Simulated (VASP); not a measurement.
Wanted: the native input for a VASP 6.6.1 run.

* Task: single point
* Functional: PBE
* Potentials or basis: VASP PAW PBE potentials, release 64 (Nb_sv, O)
* Cutoff: 520 eV
* k mesh: 8 × 8 × 8
* Occupations: gaussian, width 0.1 eV
* Spin: no spin polarisation
* Dipole correction: no
* Further INCAR settings: ALGO = Normal; EDIFF = 1e-06; NBANDS = 44

The structure of Nb4O3 lies in POSCAR:

```
Nb4O3
1.0
    4.4032043945      0.0000000000      0.0000000000
    0.0000000000      4.4032043945      0.0000000000
    0.0000000000      0.0000000000      4.4032043945
Nb O
4 3
Direct
    0.5000000000      0.5000000000      0.5000000000
    0.5000000000      0.0000000000      0.0000000000
    0.0000000000      0.5000000000      0.0000000000
    0.0000000000      0.0000000000      0.5000000000
    0.5000000000      0.5000000000      0.0000000000
    0.0000000000      0.5000000000      0.5000000000
    0.5000000000      0.0000000000      0.5000000000
```

The input as run:

INCAR

```
SYSTEM = Nb4O3
PREC = Accurate
ENCUT = 520
EDIFF = 1E-6
ISMEAR = 0
SIGMA = 0.1
LREAL = .FALSE.
LASPH = .TRUE.
NELM = 100
ALGO = Normal
ISIF = 2
LWAVE = .FALSE.
LCHARG = .FALSE.
GGA = PE
NBANDS = 44
```

KPOINTS

```
Automatic mesh
0
G
  8 8 8
  0 0 0
```

Potentials or basis: VASP PAW PBE potentials, release 64 (Nb_sv, O).

The run is started by

```sh
$ cat potpaw_PBE.64/Nb_sv/POTCAR potpaw_PBE.64/O/POTCAR > POTCAR
$ mpirun -np 1 vasp_std > vasp.out
```

It gave:

The pressure is -0.3 GPa. The band gap on the k mesh is zero (band 35 reaches 13.64 eV, above the bottom of band 36 at 12.76 eV).

Run time: 2.5 min on 1 thread of Intel(R) Xeon(R) Platinum 8375C CPU @ 2.90GHz (Ice Lake), with other jobs on the host, peak memory 0.25 GiB.
